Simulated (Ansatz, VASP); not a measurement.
# BeS in VASP and in Ansatz

INCAR

```
ALGO = Normal ; EDIFF = 1E-6
ENCUT = 600 ; GGA = PS
GGA_COMPAT = F ; ISIF = 2
ISMEAR = 0 ; LASPH = T
LCHARG = F ; LREAL = F
LWAVE = F ; NBANDS = 11
NELM = 120 ; PREC = Accurate
SIGMA = 0.02
```

KPOINTS

```
k-points
0
Gamma
  8 8 8
```

The input POSCAR:

```
BeS
1.0
    0.0000000000      2.4188659277      2.4188659277
    2.4188659277      0.0000000000      2.4188659277
    2.4188659277      2.4188659277      0.0000000000
Be S
1 1
Direct
    0.0000000000      0.0000000000      0.0000000000
    0.2500000000      0.2500000000      0.2500000000
```

Input for Ansatz:

```yaml
crystal:
  lattice:
    - [0.0, 2.4188659277, 2.4188659277]
    - [2.4188659277, 0.0, 2.4188659277]
    - [2.4188659277, 2.4188659277, 0.0]
  atoms:
    - { symbol: Be, position: [0.0, 0.0, 0.0] }
    - { symbol: S, position: [0.25, 0.25, 0.25] }
basis:
  ecutwfc: 600.0
kpoints:
  mp_grid: { grid: [8, 8, 8] }
hamiltonian:
  xc: pbesol
  pseudopotentials: { kind: paw, azcp: { folder: soft_1 } }
scf:
  occupations: { method: gaussian, width: 0.02 }
output:
  forces: true
  stress: true
  eigenvalues: true
```

Alike in both runs: task single point; functional PBEsol; k mesh 8 × 8 × 8; occupations gaussian, width 0.02 eV; no spin polarisation.

|  | VASP | Ansatz |
| --- | --- | --- |
| version | VASP 6.6.1 | Ansatz 0.2.0 |
| potentials or method | VASP PAW PBE potentials, release 64 (Be, S), cutoff 600 eV | scalar-relativistic, plane waves, PAW |
| valence electrons in the cell | 8 | 8 |

Ansatz gave:

| Quantity | Value |
| --- | --- |
| gap on the k mesh at the Fermi level (eV) | 2.91 |
| least direct gap on the mesh (eV) | 5.58 |
| pressure (GPa) | 0.0 |

Q: Which values does VASP return?

A: gap on the k mesh at the Fermi level (eV): 2.91; least direct gap on the mesh (eV): 5.61; pressure (GPa): 0.2.

VASP's potentials were made for PBE, not for PBEsol, and Ansatz warns of the same on its side. The functional is the same, so the differences come from potentials, cutoffs and numerics.
